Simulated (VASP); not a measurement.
PtSe2, 3 atoms in the cell. It takes space group P-3m1 (No. 164, trigonal). The conventional cell has a = 3.648 Å, b = 3.648 Å, c = 4.959 Å, α = 90.00°, β = 90.00°, γ = 120.00°. Within 3.2 Å of Pt (site symmetry -3m) lie 6 Se at 2.44 Å. Se (site symmetry 3m) has 3 Pt at 2.44 Å within 3.2 Å. 

- Program: VASP 6.6.1
- Task: single point
- Functional: PBE
- Potentials or basis: VASP PAW PBE potentials, release 64 (Pt, Se)
- Cutoff: 520 eV
- k mesh: 9 × 9 × 6
- Occupations: gaussian, width 0.05 eV
- Spin: no spin polarisation
- Dipole correction: no
- Further INCAR settings: ALGO = Normal; EDIFF = 1e-06; NBANDS = 18

Potentials or basis: VASP PAW PBE potentials, release 64 (Pt, Se).

Launch:

```sh
$ cat potpaw_PBE.64/Pt/POTCAR potpaw_PBE.64/Se/POTCAR > POTCAR
$ mpirun -np 1 vasp_std > vasp.out
```

Hardware: 1 thread of Intel(R) Xeon(R) 6975P-C (Granite Rapids), on a shared host.

Estimate the wall time of this run.

It took 27 s on 1 thread of Intel(R) Xeon(R) 6975P-C (Granite Rapids), with other jobs on the host, peak memory 0.22 GiB. Counts: scf iterations 13, k points 62.
